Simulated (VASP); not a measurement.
# Cd in VASP: notebook

Runs on Cd. Level: PBE. Tasks: single point.

Program: VASP 6.6.1. These are calculated values, not measurements. Logs are shortened: lines on timing, memory, paths and dates and some standing lists are left out, and cuts for length are marked.

## Step 1: The cell of the first run

The cell holds a sheet with vacuum, 2 atoms: a = 3.365 Å, b = 3.365 Å, c = 17.000 Å, α = 90.00°, β = 90.00°, γ = 90.00°.

The cell was generated, and may not be a known phase.

## Step 2: Single point, PBE

Contents of INCAR:

```
PREC = Accurate
ENCUT = 520
EDIFF = 1E-6
ISMEAR = 0
SIGMA = 0.1
LREAL = False
LASPH = True
NELM = 60
ALGO = Normal
ISIF = 2
LWAVE = False
LCHARG = False
LDIPOL = True
IDIPOL = 3
DIPOL = 0.5 0.5 0.500
GGA = PE
NBANDS = 19
```

Contents of KPOINTS:

```
Automatic mesh
0
Gamma
  6 6 1
```

Contents of POSCAR:

```
Cd
1.0
    3.3649750000      0.0000000000      0.0000000000
    0.0000000000      3.3649750000      0.0000000000
    0.0000000000      0.0000000000     17.0000000000
Cd
2
Direct
    0.5000000000      0.5000000000      0.4216138600
    0.5000000000      0.5000000000      0.5783861400
```

Potentials or basis: VASP PAW PBE potentials, release 64 (Cd).

The run is started by

```bash
> cat potpaw_PBE.64/Cd/POTCAR > POTCAR
> mpirun -np 1 vasp_std > vasp.out
```

OUTCAR:

```text
PREC = Accurate
   ENCUT = 520
   EDIFF = 1E-6
   ISMEAR = 0
   LREAL = False
   LASPH = True
   NELM = 60
   ISIF = 2
   GGA = PE

 ion  position               nearest neighbor table
   1  0.500  0.500  0.422-   2 2.67
   2  0.500  0.500  0.578-   1 2.67

  LATTYP: Found a simple tetragonal cell.
 ALAT       =     3.3649750000
 C/A-ratio  =     5.0520434773

  Lattice vectors:

 A1 = (   3.3649750000,   0.0000000000,   0.0000000000)
 A2 = (   0.0000000000,   3.3649750000,   0.0000000000)
 A3 = (   0.0000000000,   0.0000000000,  17.0000000000)

Analysis of symmetry for initial positions (statically):
=====================================================================
 Subroutine PRICEL returns:
 Original cell was already a primitive cell.

 Routine SETGRP: Setting up the symmetry group for a
 simple tetragonal supercell.

 Subroutine GETGRP returns: Found 16 space group operations
 (whereof 16 operations were pure point group operations)
 out of a pool of 16 trial point group operations.

The static configuration has the point symmetry D_4h.

Analysis of symmetry for dynamics (positions and initial velocities):
=====================================================================
 Subroutine PRICEL returns:
 Original cell was already a primitive cell.

 Routine SETGRP: Setting up the symmetry group for a
 simple tetragonal supercell.

 Subroutine GETGRP returns: Found 16 space group operations
 (whereof 16 operations were pure point group operations)
 out of a pool of 16 trial point group operations.

The dynamic configuration has the point symmetry D_4h.

 Subroutine INISYM returns: Found 16 space group operations
 (whereof 16 operations are pure point group operations),
 and found     1 'primitive' translations

----------------------------------------------------------------------------------------

                                     Primitive cell

  volume of cell :     192.4920

  direct lattice vectors                    reciprocal lattice vectors
     3.364975000  0.000000000  0.000000000     0.297179028  0.000000000  0.000000000
     0.000000000  3.364975000  0.000000000     0.000000000  0.297179028  0.000000000
     0.000000000  0.000000000 17.000000000     0.000000000  0.000000000  0.058823529

  length of vectors
     3.364975000  3.364975000 17.000000000     0.297179028  0.297179028  0.058823529

  position of ions in fractional coordinates (direct lattice)
[... 66 lines left out ...]
   EDIFFG = 0.1E-04   stopping-criterion for IOM
   NSW    =      0    number of steps for IOM
   IBRION =     -1    ionic relax: 0-MD 1-quasi-New 2-CG
   NFREE  =      0    steps in history (QN), initial steepest desc. (CG)
   ISIF   =      2    stress and relaxation
   ISYM   =      2    0-nonsym 1-usesym 2-fastsym
   POTIM  = 0.5000    time-step for ionic-motion
   TEBEG  =    0.0;   TEEND  =   0.0 temperature during run
   PSTRESS=    0.0 pullay stress
   NELECT =      24.0000    total number of electrons
   NUPDOWN=      -1.0000    fix difference up-down
   EMIN   =  10.00;   EMAX   =-10.00  energy-range for DOS
   EFERMI =   0.00;   METHOD = LEGACY
   ISMEAR =     0;   SIGMA  =   0.10  broadening in eV -4-tet -1-fermi 0-gaus
   EFERMI_NEDOS =   21; number of points for ismear=-14 and -15
   IALGO  =     38    algorithm
   IMIX   =      4    mixing-type and parameters
     AMIX     =   0.40;   BMIX     =  1.00
     AMIX_MAG =   1.60;   BMIX_MAG =  1.00
  volume/ion in A,a.u.               =      96.25       649.50
  Fermi-wavevector in a.u.,A,eV,Ry     =   0.817851  1.545515  9.100676  0.668881
  Thomas-Fermi vector in A             =   1.928373
   LORBIT       =      0    0 simple, 1 ext, 2 COOP (PROOUT), +10 PAW based schemes
   GGA     = PE    functional components
   LHFCALC =     F    Hartree Fock is set to
   AEXX    =    0.0000 exact exchange contribution
   IVDW    =     0    specifies the selected vdW correction
   LEPSILON=     F    determine dielectric tensor
   LRPA    =     F    only Hartree local field effects (RPA)
 non-spin polarized calculation
 Gauss-broadening in eV      SIGMA  =   0.10
  energy-cutoff  :      520.00
  volume of cell :      192.49
 maximum number of plane-waves:      5210
 NGX is ok and might be reduce to    28
   NGX = 13   NGY = 13   NGZ = 63

 number of electron      23.9999992 magnetization

 dipolmoment           0.000000      0.000000     -0.000000 electrons x Angstroem

 Free energy of the ion-electron system (eV)
  ---------------------------------------------------
  ext. energy  EPLUGINS =         0.00000000
  ---------------------------------------------------
  free energy    TOTEN  =        -0.55309211 eV

  energy without entropy =       -0.54773785  energy(sigma->0) =       -0.55041498

 E-fermi :  -2.3738     XC(G=0):  -3.7105

 val. band max:       -2.4257388709   @ k =   0.5000   0.1667   0.0000
 cond. band min:      -2.1459325698   @ k =   0.0000   0.0000   0.0000
 fundamental gap:      0.2798063011
 Fermi energy:        -2.3737895365

 k-point     1 :       0.0000    0.0000    0.0000
  band No.  band energies     occupation
      1     -11.5397      2.00000
      2     -11.1462      2.00000
      3     -11.0201      2.00000
      4     -10.9269      2.00000
      5     -10.9269      2.00000
      6     -10.6030      2.00000
[... 197 lines left out ...]
      6     -10.5613      2.00000
[... 11 lines left out ...]
     18       2.8339      0.00000
     19       4.4894      0.00000

------------------------ aborting loop because EDIFF is reached ----------------------------------------

 vacuum level on the upper side and lower side of the slab       (xc-potential included)        -0.216        -0.216

  FORCE on cell =-STRESS in cart. coord.  units (eV):
  Direction    XX          YY          ZZ          XY          YZ          ZX
  --------------------------------------------------------------------------------------
  -------------------------------------------------------------------------------------
  Total       -1.2963922     -1.2963922      2.8320011      0.0000000      0.0000000      0.0000000
  in kB      -10.7903215    -10.7903215     23.5717263      0.0000000      0.0000000      0.0000000
  external PRESSURE =       0.6636944 kB  Pullay stress =       0.0000000 kB

 VOLUME and BASIS-vectors are now :
 -----------------------------------------------------------------------------
  energy-cutoff  :      520.00
  volume of cell :      192.49
      direct lattice vectors                 reciprocal lattice vectors
     3.364975000  0.000000000  0.000000000     0.297179028  0.000000000  0.000000000
     0.000000000  3.364975000  0.000000000     0.000000000  0.297179028  0.000000000
     0.000000000  0.000000000 17.000000000     0.000000000  0.000000000  0.058823529

 POSITION                                       TOTAL-FORCE (eV/Angst)
 -----------------------------------------------------------------------------------
      1.68249      1.68249      7.16744        -0.000000      0.000000     -1.062080
      1.68249      1.68249      9.83256         0.000000      0.000000      1.062080
 -----------------------------------------------------------------------------------
    total drift:                                0.000000     -0.000000      0.000000

  FREE ENERGIE OF THE ION-ELECTRON SYSTEM (eV)
  ---------------------------------------------------
  free  energy   TOTEN  =        -0.5530921067 eV

  energy  without entropy=       -0.5477378476  energy(sigma->0) =       -0.55041498

 vacuum level on the upper side and lower side of the slab         1.395         1.395
```

Run time: 34 s. Hardware: 1 thread of Intel Xeon Platinum 8559C (Emerald Rapids), shared host; peak memory 0.29 GiB.

What came out:

```yaml
Free_energy: -0.5531 eV
Largest_force: 1.062 eV/Å
Band_gap_on_the_k_mesh: zero (bands 12 and 13 overlap by 1.70 eV)
```

Forces on the atoms (eV/Å):
```
Cd   0.000  0.000 -1.062
Cd   0.000  0.000  1.062
```

Levels at points of the mesh, in eV from the Fermi level:
```
           k point  band 8  band 9  band 10  band 11  band 12  band 13  band 14  band 15  band 16  band 17
(0.00, 0.00, 0.00)   -8.09   -8.04    -8.04    -5.92    -3.23     0.23     3.27     3.70     5.43     5.61
(0.50, 0.00, 0.00)   -8.22   -8.03    -7.83    -2.97    -0.95    -0.40     1.13     2.66     5.62     6.43
(0.50, 0.50, 0.00)   -7.97   -7.92    -7.79    -0.10     1.30     1.30     2.62     3.46     3.46     5.06
```

## Step 3: Single point, PBE

Contents of INCAR:

```
SYSTEM = Cd
ALGO     = Normal         ! electronic algorithm
DIPOL    = 0.5 0.5 0.500
EDIFF    = 1E-7           ! SCF threshold, eV
ENCUT    = 520            ! plane-wave cutoff, eV
GGA      = PE             ! functional
IDIPOL   = 3            
ISIF     = 2              ! what is computed and relaxed
ISMEAR   = 0              ! smearing method
LASPH    = .TRUE.         ! aspherical terms in the spheres
LCHARG   = .TRUE.         ! write CHGCAR
LDIPOL   = .TRUE.       
LELF     = .TRUE.         ! ELF
LREAL    = .FALSE.        ! projectors in reciprocal space
LVACPOTAV= .TRUE.       
LVHAR    = .TRUE.       
LWAVE    = .FALSE.        ! write WAVECAR
NBANDS   = 19             ! bands
NELM     = 80             ! most SCF steps
PREC     = Accurate       ! precision mode
SIGMA    = 0.1            ! smearing width, eV
```

Contents of KPOINTS:

```
k-points
0
G
  6 6 1
  0 0 0
```

POSCAR is that of step 2.

Potentials or basis: VASP PAW PBE potentials, release 64 (Cd).

The run is started by

```bash
> cat potpaw_PBE.64/Cd/POTCAR > POTCAR
> mpirun -np 1 vasp_std > vasp.out
```

Wall time 37 s (1 thread of Intel Xeon Platinum 8559C (Emerald Rapids), shared host); peak memory 0.3 GiB.

Results (log left out):

| Item | Value |
| --- | --- |
| Free energy | -0.5531 eV |
| Largest force | 1.062 eV/Å |
| Band gap on the k mesh | zero (bands 12 and 13 overlap by 1.70 eV) |

Forces in eV/Å, atoms in the order of the input:
```
Cd   0.000  0.000 -1.062
Cd   0.000  0.000  1.062
```

Levels at points of the mesh, in eV from the Fermi level:
```tsv
k point	band 9	band 10	band 11	band 12	band 13	band 14	band 15	band 16
(0.00, 0.00, 0.00)	-8.04	-8.04	-5.92	-3.23	0.23	3.27	3.73	5.47
(0.50, 0.00, 0.00)	-8.03	-7.83	-2.97	-0.95	-0.40	1.13	2.66	5.62
(0.50, 0.50, 0.00)	-7.92	-7.79	-0.10	1.30	1.30	2.62	3.46	3.46
```

## Step 4: Single point, PBE

This run uses another cell than the first one.

Contents of INCAR:

```
SYSTEM = Cd
  ALGO = Normal
  DIPOL = 0.5 0.5 0.292
  EDIFF = 1E-7
  ENCUT = 520
  GGA = PE
  IDIPOL = 3
  ISIF = 2
  ISMEAR = 0
  LASPH = .TRUE.
  LCHARG = .FALSE.
  LDIPOL = .TRUE.
  LREAL = .FALSE.
  LWAVE = .FALSE.
  NBANDS = 19
  NELM = 60
  PREC = Accurate
  SIGMA = 0.1
```

KPOINTS is that of step 3.

Contents of POSCAR:

```
Cd
1.0
    2.9589762036      0.0000000000      0.0000000000
    0.0000000000      2.9589762036      0.0000000000
    0.0000000000      0.0000000000     29.1302575200
Cd
2
Direct
    0.5000000000      0.5000000000      0.2412279605
    0.5000000000      0.5000000000      0.3423576802
```

The run is started by

```bash
> cat potpaw_PBE.64/Cd/POTCAR > POTCAR
> mpirun -np 1 vasp_std > vasp.out
```

Wall time 44 s (1 thread of Intel Xeon Platinum 8559C (Emerald Rapids), shared host); peak memory 0.34 GiB.

It converged, with:

| Quantity | Value |
| --- | --- |
| Free energy | -0.9305 eV |
| Largest force | 0.024 eV/Å |
| Band gap on the k mesh | zero (bands 12 and 13 overlap by 2.69 eV) |

Forces in eV/Å, atoms in the order of the input:
```
Cd   0.000  0.000 -0.024
Cd   0.000  0.000  0.024
```

Levels at points of the mesh, in eV from the Fermi level:
```
           k point  band 8  band 9  band 10  band 11  band 12  band 13  band 14  band 15  band 16  band 17
(0.00, 0.00, 0.00)   -8.14   -8.03    -8.01    -6.79    -4.52    -0.69     2.64     3.77     4.23     4.23
(0.50, 0.00, 0.00)   -8.29   -8.09    -7.90    -2.03    -1.37    -0.02     0.22     2.89     5.99     6.80
(0.50, 0.50, 0.00)   -7.92   -7.65    -7.63     1.99     1.99     2.54     3.64     3.64     4.81     6.31
```

## Step 5: Single point, PBE

This run uses another cell than the first one.

Contents of INCAR:

```
SYSTEM = Cd
PREC = Accurate
ENCUT = 520
EDIFF = 1E-6
ISMEAR = 0
SIGMA = 0.1
LREAL = .FALSE.
LASPH = .TRUE.
NELM = 100
ALGO = Normal
ISIF = 2
LWAVE = .FALSE.
LCHARG = .FALSE.
LDIPOL = .TRUE.
IDIPOL = 3
DIPOL = 0.5 0.5 0.292
GGA = PE
NBANDS = 19
```

Contents of KPOINTS:

```
regular mesh
0
G
  18 18 1
  0 0 0
```

Contents of POSCAR:

```
Cd
1.0
    2.9299649331      0.0000000000      0.0000000000
    0.0000000000      2.9299649331      0.0000000000
    0.0000000000      0.0000000000     29.1302575200
Cd
2
Direct
    0.5000000000      0.5000000000      0.2389101214
    0.5000000000      0.5000000000      0.3446755193
```

The run is started by

```bash
> cat potpaw_PBE.64/Cd/POTCAR > POTCAR
> mpirun -np 1 vasp_std > vasp.out
```

It took 2.6 min on 1 thread of Intel Xeon Platinum 8559C (Emerald Rapids), shared host; peak memory 0.45 GiB.

It converged, with:

| Item | Value |
| --- | --- |
| Free energy | -0.9522 eV |
| Largest force | 0.010 eV/Å |
| Band gap on the k mesh | zero (bands 12 and 13 overlap by 3.14 eV) |

Forces on the atoms (eV/Å):
```
Cd   0.000  0.000 -0.010
Cd   0.000  0.000  0.010
```

Levels at points of the mesh, in eV from the Fermi level:
```
           k point  band 10  band 11  band 12  band 13  band 14  band 15
(0.00, 0.00, 0.00)    -8.03    -6.78    -4.77    -0.85     2.35     3.65
(0.50, 0.00, 0.00)    -7.99    -1.89    -1.38    -0.08     0.02     2.85
(0.50, 0.50, 0.00)    -7.64     2.10     2.10     2.82     3.54     3.54
```

(Continued in part 2 of 2.)

The gap in the log of VASP goes by the Fermi energy; the results here count the filled bands.